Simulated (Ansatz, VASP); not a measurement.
**One calculation of LiCl, two programs**

```
Li Cl
1.0
     1.00285    3.15182    3.15182
     3.15182    1.00285    3.15182
     3.15182    3.15182    1.00285
Li Cl
1 1
Direct
  0.00000 0.00000 0.00000
  0.50000 0.50000 0.50000
```

Alike in both runs: task single point; functional PBEsol; k mesh 8 × 8 × 8; occupations gaussian, width 0.05 eV; no spin polarisation.

```csv
,VASP,Ansatz
version,VASP 6.6.1,Ansatz 0.2.0
potentials or method,"VASP PAW PBE potentials, release 64 (Li_sv, Cl), cutoff 520 eV","scalar-relativistic, plane waves, PAW"
valence electrons in the cell,10,10
```

|  | VASP | Ansatz | Ansatz less VASP |
| --- | --- | --- | --- |
| gap on the k mesh at the Fermi level (eV) | 0.81 | 0.79 | -0.023 |
| least direct gap on the mesh (eV) | 0.81 | 0.79 | -0.023 |

VASP's potentials were made for PBE, not for PBEsol.

Noted on VASP's run: the cutoff is under 1.25 times that of the potentials, so the pressure is a little rough.
